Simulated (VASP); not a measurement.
Here is a VASP 6.6.1 calculation.

File INCAR:

```
  PREC = Accurate
  ENCUT = 600
  EDIFF = 1E-7
  ISMEAR = 0
  SIGMA = 0.02
  LREAL = F
  LASPH = T
  NELM = 60
  ALGO = Normal
  ISIF = 4
  LWAVE = F
  LCHARG = F
  GGA = PE
  IBRION = 2
  NSW = 50
  EDIFFG = -0.01
```

File KPOINTS:

```
regular mesh
0
Gamma
  6 6 8
```

Contents of POSCAR:

```
LiF
1.0
    4.8459159796      0.0000000000      0.0000000000
   -2.4229579898      4.1966863429      0.0000000000
    0.0000000000      0.0000000000      2.8971301384
Li F
3 3
Direct
    0.6218054410      0.6218054410      0.0000000000
    0.3781945590      0.0000000000      0.3333333333
    0.0000000000      0.3781945590      0.6666666667
    0.0000000000      0.6336921829      0.1666666667
    0.3663078171      0.3663078171      0.5000000000
    0.6336921829      0.0000000000      0.8333333333
```

Potentials or basis: VASP PAW PBE potentials, release 64 (Li_sv, F).

Run with:

```console
$ cat potpaw_PBE.64/Li_sv/POTCAR potpaw_PBE.64/F/POTCAR > POTCAR
$ mpirun -np 1 vasp_std > vasp.out
```

Estimate the band gap on the k mesh.

7.72 eV.

The path:
| step | energy change (eV) | largest force (eV/Å) | pressure (GPa) | volume (Å³) |
| --- | --- | --- | --- | --- |
| 1 | 0.0000 | 0.0251 | 1.33 | 58.92 |
| 2 | -0.0001 | 0.0189 | 1.32 | 58.92 |
| 3 | -0.0003 | 0.0023 | 1.29 | 58.92 |

Caveat: the cutoff is under 1.25 times the usual one of these potentials, so pressure, stress and relaxed cells hold a basis-set (Pulay) error. A k mesh can miss the band edges.
